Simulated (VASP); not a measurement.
# Ba3TiO5 (I4/mcm) in VASP: further runs

Ba3TiO5 is run at these levels: PBEsol; tasks: single point.

All numbers are computed with VASP 6.6.1; they aren't measurements. Logs are shortened: lines on timing, memory, paths and dates and some standing lists are left out, and cuts for length are marked.

### 1 The cell of the first run

Symmetry: I4/mcm, No. 140, tetragonal system. Conventional cell: a = 6.957 Å, b = 6.957 Å, c = 11.587 Å, α = 90.00°, β = 90.00°, γ = 90.00°. Ba (site symmetry 422) has 10 O at 2.88 to 2.90 Å and 4 Ti at 3.48 Å and 8 Ba at 3.88 Å within 3.9 Å. Ba (site symmetry m2m) has 8 O at 2.55 to 2.87 Å and 2 Ti at 3.36 Å and 1 Ba at 3.40 Å within 3.4 Å. Ti (site symmetry -42m) has 4 O at 1.79 Å within 2.4 Å. Within 2.4 Å of O (site symmetry m) lie 1 Ti at 1.79 Å. Within 3.4 Å of O (site symmetry 4/m) lie 6 Ba at 2.57 to 2.90 Å and 8 O at 3.23 Å.

### 2 Single point, PBEsol (15.58 Å³/atom)

Input file INCAR:

```
ALGO = Normal ; EDIFF = 1E-7
ENCUT = 520 ; GGA = PS
ISIF = 2 ; ISMEAR = 0
LASPH = True ; LCHARG = True
LELF = True ; LREAL = Auto
LVHAR = True ; LWAVE = False
NBANDS = 87 ; NELM = 80
PREC = Accurate ; SIGMA = 0.02
```

Input file KPOINTS:

```
k-points
0
Gamma
  6 6 6
```

Input file POSCAR:

```
Ba3TiO5
1.0
   -3.4783863949      3.4783863949      5.7933026674
    3.4783863949     -3.4783863949      5.7933026674
    3.4783863949      3.4783863949     -5.7933026674
Ba Ti O
6 2 10
Direct
    0.2500000000      0.2500000000      0.0000000000
    0.7500000000      0.7500000000      0.0000000000
    0.1725483325      0.6725483325      0.8450966650
    0.8274516675      0.3274516675      0.1549033350
    0.6725483325      0.8274516675      0.5000000000
    0.3274516675      0.1725483325      0.5000000000
    0.7500000000      0.2500000000      0.5000000000
    0.2500000000      0.7500000000      0.5000000000
    0.8021841183      0.3021841183      0.7907722946
    0.1978158817      0.6978158817      0.2092277054
    0.5114118236      0.0114118236      0.2092277054
    0.3021841183      0.5114118236      0.5000000000
    0.9885881764      0.1978158817      0.5000000000
    0.4885881764      0.9885881764      0.7907722946
    0.6978158817      0.4885881764      0.5000000000
    0.0114118236      0.8021841183      0.5000000000
    0.0000000000      0.0000000000      0.0000000000
    0.5000000000      0.5000000000      0.0000000000
```

Potentials or basis: VASP PAW PBE potentials, release 64 (Ba_sv, Ti_sv, O).

The run is started by

```sh
$ cat potpaw_PBE.64/Ba_sv/POTCAR potpaw_PBE.64/Ti_sv/POTCAR potpaw_PBE.64/O/POTCAR > POTCAR
$ mpirun -np 1 vasp_std > vasp.out
```

OUTCAR:

```text
EDIFF = 1E-7
   ENCUT = 520
   GGA = PS
   ISIF = 2
   ISMEAR = 0
   LASPH = True
   LREAL = Auto
   NELM = 80
   PREC = Accurate

 ion  position               nearest neighbor table
   1  0.250  0.250  0.000-   9 2.88  10 2.88  12 2.88  15 2.88  13 2.88  16 2.88  14 2.88  11 2.88
                            17 2.90  18 2.90   7 3.48   8 3.48   8 3.48   7 3.48   6 3.88   4 3.88
   2  0.750  0.750  0.000-   9 2.88  10 2.88  13 2.88  16 2.88  12 2.88  15 2.88  14 2.88  11 2.88
                            17 2.90  18 2.90   7 3.48   8 3.48   7 3.48   8 3.48   5 3.88   4 3.88
   3  0.173  0.673  0.845-  11 2.55  10 2.55  17 2.57  18 2.57  12 2.87  16 2.87  15 2.87  13 2.87
                             7 3.36   8 3.36   4 3.40   6 3.64   5 3.64   6 3.64   5 3.64   2 3.88
   4  0.827  0.327  0.155-  14 2.55   9 2.55  17 2.57  18 2.57  13 2.87  15 2.87  12 2.87  16 2.87
                             7 3.36   8 3.36   3 3.40   5 3.64   6 3.64   5 3.64   6 3.64   1 3.88
   5  0.673  0.827  0.500-  15 2.55  16 2.55  17 2.57  18 2.57  11 2.87  14 2.87   9 2.87  10 2.87
                             7 3.36   8 3.36   6 3.40   3 3.64   4 3.64   4 3.64   3 3.64   2 3.88
   6  0.327  0.173  0.500-  12 2.55  13 2.55  18 2.57  17 2.57  11 2.87  14 2.87   9 2.87  10 2.87
                             7 3.36   8 3.36   5 3.40   3 3.64   4 3.64   3 3.64   4 3.64   1 3.88
   7  0.750  0.250  0.500-   9 1.79  11 1.79  13 1.79  15 1.79   3 3.36   4 3.36   5 3.36   6 3.36
                             1 3.48   2 3.48   2 3.48   1 3.48
   8  0.250  0.750  0.500-  10 1.79  14 1.79  12 1.79  16 1.79   3 3.36   4 3.36   5 3.36   6 3.36
                             1 3.48   2 3.48   1 3.48   2 3.48
   9  0.802  0.302  0.791-   7 1.79   4 2.55   6 2.87   5 2.87   1 2.88   2 2.88
  10  0.198  0.698  0.209-   8 1.79   3 2.55   6 2.87   5 2.87   1 2.88   2 2.88
  11  0.511  0.011  0.209-   7 1.79   3 2.55   6 2.87   5 2.87   1 2.88   2 2.88
  12  0.302  0.511  0.500-   8 1.79   6 2.55   3 2.87   4 2.87   2 2.88   1 2.88
  13  0.989  0.198  0.500-   7 1.79   6 2.55   4 2.87   3 2.87   1 2.88   2 2.88
  14  0.489  0.989  0.791-   8 1.79   4 2.55   6 2.87   5 2.87   1 2.88   2 2.88
  15  0.698  0.489  0.500-   7 1.79   5 2.55   4 2.87   3 2.87   2 2.88   1 2.88
  16  0.011  0.802  0.500-   8 1.79   5 2.55   3 2.87   4 2.87   1 2.88   2 2.88
  17  0.000  0.000  0.000-   3 2.57   4 2.57   6 2.57   5 2.57   1 2.90   2 2.90
  18  0.500  0.500  0.000-   3 2.57   4 2.57   5 2.57   6 2.57   1 2.90   2 2.90

  LATTYP: Found a body centered tetragonal cell.
 ALAT       =     6.9567727898
 C/A-ratio  =     1.6655144109

  Lattice vectors:

 A1 = (  -3.4783863949,   3.4783863949,   5.7933026674)
 A2 = (   3.4783863949,  -3.4783863949,   5.7933026674)
 A3 = (   3.4783863949,   3.4783863949,  -5.7933026674)

Analysis of symmetry for initial positions (statically):
=====================================================================
 Subroutine PRICEL returns:
 Original cell was already a primitive cell.

 Routine SETGRP: Setting up the symmetry group for a
 body centered tetragonal supercell.

 Subroutine GETGRP returns: Found 16 space group operations
 (whereof  8 operations were pure point group operations)
 out of a pool of 16 trial point group operations.

The static configuration has the point symmetry C_4h.
 The point group associated with its full space group is D_4h.

Analysis of symmetry for dynamics (positions and initial velocities):
=====================================================================
 Subroutine PRICEL returns:
 Original cell was already a primitive cell.

 Routine SETGRP: Setting up the symmetry group for a
 body centered tetragonal supercell.

 Subroutine GETGRP returns: Found 16 space group operations
 (whereof  8 operations were pure point group operations)
 out of a pool of 16 trial point group operations.

The dynamic configuration has the point symmetry C_4h.
 The point group associated with its full space group is D_4h.

 Subroutine INISYM returns: Found 16 space group operations
[... 42 lines left out ...]
   GGA     = PS    functional components
   LHFCALC =     F    Hartree Fock is set to
   AEXX    =    0.0000 exact exchange contribution
   IVDW    =     0    specifies the selected vdW correction
   LEPSILON=     F    determine dielectric tensor
   LRPA    =     F    only Hartree local field effects (RPA)
 non-spin polarized calculation
 Gauss-broadening in eV      SIGMA  =   0.02
  energy-cutoff  :      520.00
  volume of cell :      280.38
 maximum number of plane-waves:      7578
 NGX is ok and might be reduce to    60
   NGX = 29   NGY = 29   NGZ = 29

 number of electron     143.9999993 magnetization

 Free energy of the ion-electron system (eV)
  ---------------------------------------------------
  ext. energy  EPLUGINS =         0.00000000
  ---------------------------------------------------
  free energy    TOTEN  =      -133.35287162 eV

  energy without entropy =     -133.35287162  energy(sigma->0) =     -133.35287162

 E-fermi :   3.7563     XC(G=0): -10.8745

 val. band max:        3.6717180070   @ k =   0.0000   0.0000   0.0000
 cond. band min:       6.1170219950   @ k =   0.5000   0.5000   0.5000
 fundamental gap:      2.4453039880
 Fermi energy:         3.7562718650

 k-point     1 :       0.0000    0.0000    0.0000
  band No.  band energies     occupation
      1     -52.3219      2.00000
      2     -52.3219      2.00000
      3     -28.9522      2.00000
      4     -28.9517      2.00000
      5     -28.9110      2.00000
      6     -28.9110      2.00000
[... 76 lines left out ...]
     83       7.9001      0.00000
     84       8.0469      0.00000

 k-point     2 :       0.1667    0.0000    0.0000
  band No.  band energies     occupation
      1     -52.3219      2.00000
      2     -52.3219      2.00000
      3     -28.9522      2.00000
      4     -28.9518      2.00000
      5     -28.9109      2.00000
      6     -28.9108      2.00000
[... 1903 lines left out ...]
     83       8.3273      0.00000
     84       8.7972      0.00000

 k-point    24 :      -0.1667   -0.3333    0.1667
  band No.  band energies     occupation
      1     -52.3219      2.00000
      2     -52.3219      2.00000
      3     -28.9525      2.00000
      4     -28.9517      2.00000
      5     -28.9110      2.00000
      6     -28.9109      2.00000
[... 76 lines left out ...]
     83       8.3237      0.00000
     84       8.6592      0.00000

 [... further k-points ...]

 [bands above 84 left out]

------------------------ aborting loop because EDIFF is reached ----------------------------------------

  FORCE on cell =-STRESS in cart. coord.  units (eV):
  Direction    XX          YY          ZZ          XY          YZ          ZX
  --------------------------------------------------------------------------------------
  -------------------------------------------------------------------------------------
  Total       20.0585320     20.0585320     19.1341903      0.0000000      0.0000000      0.0000000
  in kB      114.6219707    114.6219707    109.3399359      0.0000000      0.0000000      0.0000000
  external PRESSURE =     112.8612924 kB  Pullay stress =       0.0000000 kB

 VOLUME and BASIS-vectors are now :
 -----------------------------------------------------------------------------
  energy-cutoff  :      520.00
  volume of cell :      280.38
      direct lattice vectors                 reciprocal lattice vectors
    -3.478386395  3.478386395  5.793302667     0.000000000  0.143744812  0.086306556
     3.478386395 -3.478386395  5.793302667     0.143744812  0.000000000  0.086306556
     3.478386395  3.478386395 -5.793302667     0.143744812  0.143744812  0.000000000

 POSITION                                       TOTAL-FORCE (eV/Angst)
 -----------------------------------------------------------------------------------
      0.00000      0.00000      2.89665         0.000000      0.000000      0.000000
      0.00000      0.00000      8.68995         0.000000      0.000000      0.000000
      4.67877      1.20038      0.00000        -0.130516     -0.130516     -0.000000
     -1.20038      2.27801      5.79330         0.130516      0.130516      0.000000
      2.27801      1.20038      5.79330         0.130516     -0.130516      0.000000
      1.20038      2.27801      0.00000        -0.130516      0.130516      0.000000
[... 10 lines left out ...]
      0.00000      0.00000      0.00000         0.000000      0.000000      0.000000
      0.00000      0.00000      5.79330         0.000000      0.000000     -0.000000
 -----------------------------------------------------------------------------------
    total drift:                               -0.000000     -0.000000      0.000000

  FREE ENERGIE OF THE ION-ELECTRON SYSTEM (eV)
  ---------------------------------------------------
  free  energy   TOTEN  =      -133.3528716202 eV

  energy  without entropy=     -133.3528716202  energy(sigma->0) =     -133.35287162
```

Wall time 32 min (1 thread of Intel Xeon Platinum 8488C (Sapphire Rapids), shared host); peak memory 0.77 GiB.

What came out:

- Free energy: -133.3529 eV
- Pressure: 11.3 GPa
- Largest force: 0.185 eV/Å
- Band gap on the k mesh: 2.45 eV (least direct gap 2.47 eV)

Forces in eV/Å, atoms in the order of the input:
```
Ba   0.000  0.000  0.000
Ba   0.000  0.000  0.000
Ba  -0.131 -0.131  0.000
Ba   0.131  0.131  0.000
Ba   0.131 -0.131  0.000
Ba  -0.131  0.131  0.000
Ti   0.000  0.000  0.000
Ti   0.000  0.000  0.000
O   -0.009 -0.009  0.058
O    0.009  0.009 -0.058
O    0.009  0.009  0.058
O    0.009 -0.009  0.058
O    0.009 -0.009 -0.058
O   -0.009 -0.009 -0.058
O   -0.009  0.009 -0.058
O   -0.009  0.009  0.058
O    0.000  0.000  0.000
O    0.000  0.000  0.000
```

Levels at points of the mesh, in eV from the valence-band top:
```
           k point  band 68  band 69  band 70  band 71  band 72  band 73  band 74  band 75  band 76  band 77
(0.00, 0.00, 0.00)    -1.53    -1.53    -0.51     0.00     0.00     2.78     3.14     3.42     3.42     3.45
(0.50, 0.00, 0.00)    -1.07    -0.80    -0.80    -0.78    -0.78     3.14     3.14     3.39     3.39     3.45
(0.50, 0.50, 0.00)    -1.42    -1.41    -0.65    -0.19    -0.11     2.48     3.29     3.55     3.56     3.61
(0.50, 0.50, 0.50)    -1.36    -1.30    -0.62    -0.02    -0.02     2.45     2.91     3.55     3.58     3.74
```

Caveat: the cell stands under pressure; the PAW data sets were made with another functional, which shifts forces and pressure a little; spin-orbit coupling is left out, which moves the levels of the heavy elements. A k mesh can miss the band edges.

### 3 Single point, PBEsol (17.63 Å³/atom)

This run uses another cell than the first one, of 17.63 Å³/atom.

Input file INCAR:

```
SYSTEM = Ba3TiO5
PREC = Accurate
ENCUT = 520
EDIFF = 1E-7
ISMEAR = 0
SIGMA = 0.02
LREAL = Auto
LASPH = .True.
NELM = 60
ALGO = Normal
ISIF = 2
LWAVE = .False.
LCHARG = .True.
GGA = PS
LELF = .True.
LVHAR = .True.
NBANDS = 87
```

Input file KPOINTS:

```
Automatic mesh
0
Gamma
  6 6 6
  0 0 0
```

Input file POSCAR:

```
Ba3TiO5
1.0
   -3.6535817770      3.6535817770      5.9434694324
    3.6535817770     -3.6535817770      5.9434694324
    3.6535817770      3.6535817770     -5.9434694324
Ba Ti O
6 2 10
Direct
    0.2500000000      0.2500000000      0.0000000000
    0.7500000000      0.7500000000      0.0000000000
    0.1813697826      0.6813697826      0.8627395653
    0.8186302174      0.3186302174      0.1372604347
    0.6813697826      0.8186302174      0.5000000000
    0.3186302174      0.1813697826      0.5000000000
    0.7500000000      0.2500000000      0.5000000000
    0.2500000000      0.7500000000      0.5000000000
    0.7961280690      0.2961280690      0.7783651624
    0.2038719310      0.7038719310      0.2216348376
    0.5177629066      0.0177629066      0.2216348376
    0.2961280690      0.5177629066      0.5000000000
    0.9822370934      0.2038719310      0.5000000000
    0.4822370934      0.9822370934      0.7783651624
    0.7038719310      0.4822370934      0.5000000000
    0.0177629066      0.7961280690      0.5000000000
    0.0000000000      0.0000000000      0.0000000000
    0.5000000000      0.5000000000      0.0000000000
```

Potentials or basis: VASP PAW PBE potentials, release 64 (Ba_sv, Ti_sv, O).

The run is started by

```sh
$ cat potpaw_PBE.64/Ba_sv/POTCAR potpaw_PBE.64/Ti_sv/POTCAR potpaw_PBE.64/O/POTCAR > POTCAR
$ mpirun -np 1 vasp_std > vasp.out
```

It took 75 min on 1 thread of Oxide Virtual Turin-like, shared host; peak memory 0.78 GiB.

Results (log left out):

* Free energy: -134.4177 eV
* Pressure: -0.6 GPa
* Largest force: 0.153 eV/Å
* Band gap on the k mesh: 2.67 eV (least direct gap 2.68 eV)

Forces in eV/Å, atoms in the order of the input:
```
Ba   0.000  0.000  0.000
Ba   0.000  0.000  0.000
Ba  -0.108 -0.108  0.000
Ba   0.108  0.108  0.000
Ba   0.108 -0.108  0.000
Ba  -0.108  0.108  0.000
Ti   0.000  0.000  0.000
Ti   0.000  0.000  0.000
O    0.005  0.005  0.026
O   -0.005 -0.005 -0.026
O   -0.005 -0.005  0.026
O   -0.005  0.005  0.026
O   -0.005  0.005 -0.026
O    0.005  0.005 -0.026
O    0.005 -0.005 -0.026
O    0.005 -0.005  0.026
O    0.000  0.000  0.000
O    0.000  0.000  0.000
```

Stress tensor (GPa, compression positive):
```
-0.49  0.00  0.00
 0.00 -0.49  0.00
 0.00  0.00 -0.76
```

Levels at points of the mesh, in eV from the valence-band top:
| k point | band 70 | band 71 | band 72 | band 73 | band 74 | band 75 |
| --- | --- | --- | --- | --- | --- | --- |
| (0.00, 0.00, 0.00) | -0.35 | 0.00 | 0.00 | 2.98 | 3.23 | 3.53 |
| (0.50, 0.00, 0.00) | -0.68 | -0.65 | -0.65 | 3.27 | 3.27 | 3.51 |
| (0.50, 0.50, 0.00) | -0.49 | -0.15 | -0.08 | 2.71 | 3.42 | 3.64 |
| (0.50, 0.50, 0.50) | -0.43 | -0.01 | -0.01 | 2.67 | 3.17 | 3.65 |

Caveat: the PAW data sets were made with another functional, which shifts forces and pressure a little; spin-orbit coupling is left out, which moves the levels of the heavy elements. A k mesh can miss the band edges.

### 4 Single point, PBEsol

This run uses another cell than the first one, of 17.12 Å³/atom.

Input file INCAR:

```
ALGO = Normal
EDIFF = 1E-6
ENCUT = 520
GGA = PS
ISIF = 2
ISMEAR = 0
LASPH = T
LCHARG = T
LELF = T
LREAL = Auto
LVHAR = T
LWAVE = F
NBANDS = 87
NELM = 60
PREC = Accurate
SIGMA = 0.02
```

Input file KPOINTS:

```
k-points
0
Gamma
  6 6 6
```

Input file POSCAR:

```
Ba3TiO5
1.0
   -3.6114173029      3.6114173029      5.9058868849
    3.6114173029     -3.6114173029      5.9058868849
    3.6114173029      3.6114173029     -5.9058868849
Ba Ti O
6 2 10
Direct
    0.2500000000      0.2500000000      0.0000000000
    0.7500000000      0.7500000000      0.0000000000
    0.1790499510      0.6790499510      0.8580999020
    0.8209500490      0.3209500490      0.1419000981
    0.6790499510      0.8209500490      0.5000000000
    0.3209500490      0.1790499510      0.5000000000
    0.7500000000      0.2500000000      0.5000000000
    0.2500000000      0.7500000000      0.5000000000
    0.7974804422      0.2974804422      0.7812386621
    0.2025195578      0.7025195578      0.2187613379
    0.5162417801      0.0162417801      0.2187613379
    0.2974804422      0.5162417801      0.5000000000
    0.9837582199      0.2025195578      0.5000000000
    0.4837582199      0.9837582199      0.7812386621
    0.7025195578      0.4837582199      0.5000000000
    0.0162417801      0.7974804422      0.5000000000
    0.0000000000      0.0000000000      0.0000000000
    0.5000000000      0.5000000000      0.0000000000
```

The run is started by

```sh
$ cat potpaw_PBE.64/Ba_sv/POTCAR potpaw_PBE.64/Ti_sv/POTCAR potpaw_PBE.64/O/POTCAR > POTCAR
$ mpirun -np 1 vasp_std > vasp.out
```

Run time: 59 min. Hardware: 1 thread of Oxide Virtual Turin-like, shared host; peak memory 0.77 GiB.

It converged, with:

| Quantity | Value |
| --- | --- |
| Free energy | -134.3940 eV |
| Pressure | 1.7 GPa |
| Largest force | 0.163 eV/Å |
| Band gap on the k mesh | 2.61 eV (least direct gap 2.62 eV) |

Forces on the atoms (eV/Å):
```
Ba   0.000  0.000  0.000
Ba   0.000  0.000  0.000
Ba  -0.115 -0.115  0.000
Ba   0.115  0.115  0.000
Ba   0.115 -0.115  0.000
Ba  -0.115  0.115  0.000
Ti   0.000  0.000  0.000
Ti   0.000  0.000  0.000
O    0.004  0.004  0.030
O   -0.004 -0.004 -0.030
O   -0.004 -0.004  0.030
O   -0.004  0.004  0.030
O   -0.004  0.004 -0.030
O    0.004  0.004 -0.030
O    0.004 -0.004 -0.030
O    0.004 -0.004  0.030
O    0.000  0.000  0.000
O    0.000  0.000  0.000
```

Stress tensor (GPa, compression positive):
```
1.78 0.00 0.00
0.00 1.78 0.00
0.00 0.00 1.53
```

Levels at points of the mesh, in eV from the valence-band top:
| k point | band 70 | band 71 | band 72 | band 73 | band 74 | band 75 |
| --- | --- | --- | --- | --- | --- | --- |
| (0.00, 0.00, 0.00) | -0.38 | 0.00 | 0.00 | 2.94 | 3.21 | 3.51 |
| (0.50, 0.00, 0.00) | -0.71 | -0.68 | -0.68 | 3.23 | 3.23 | 3.49 |
| (0.50, 0.50, 0.00) | -0.52 | -0.16 | -0.09 | 2.65 | 3.39 | 3.61 |
| (0.50, 0.50, 0.50) | -0.47 | -0.01 | -0.01 | 2.61 | 3.11 | 3.62 |

Caveat: the PAW data sets were made with another functional, which shifts forces and pressure a little; spin-orbit coupling is left out, which moves the levels of the heavy elements. A k mesh can miss the band edges.

### 5 Overview

| cell | gap on the mesh (eV) | pressure (GPa) | largest force (eV/Å) |
| --- | --- | --- | --- |
| a = 7.600 Å, angles 125.5, 125.5, 80.7°, 18 atoms, atomic positions A | 2.45 | 11.3 | 0.18 |
| a = 7.875 Å, angles 124.7, 124.7, 82.0°, 18 atoms, atomic positions B | 2.67 | -0.6 | 0.15 |
| a = 7.808 Å, angles 124.9, 124.9, 81.7°, 18 atoms, atomic positions C | 2.61 | 1.7 | 0.16 |

Alike in all rows: task single point; level PBEsol; potentials or basis VASP PAW PBE potentials, release 64 (Ba_sv, Ti_sv, O); no spin polarisation; k mesh 6 × 6 × 6; cutoff (eV) 520; smearing gaussian 0.02 eV.

Caveats: the PAW data sets were made with another functional, which shifts forces and pressure a little; spin-orbit coupling is left out, which moves the levels of the heavy elements; the cell stands under pressure (at least some runs).

Absolute energies hang on the potentials; compare differences alone.
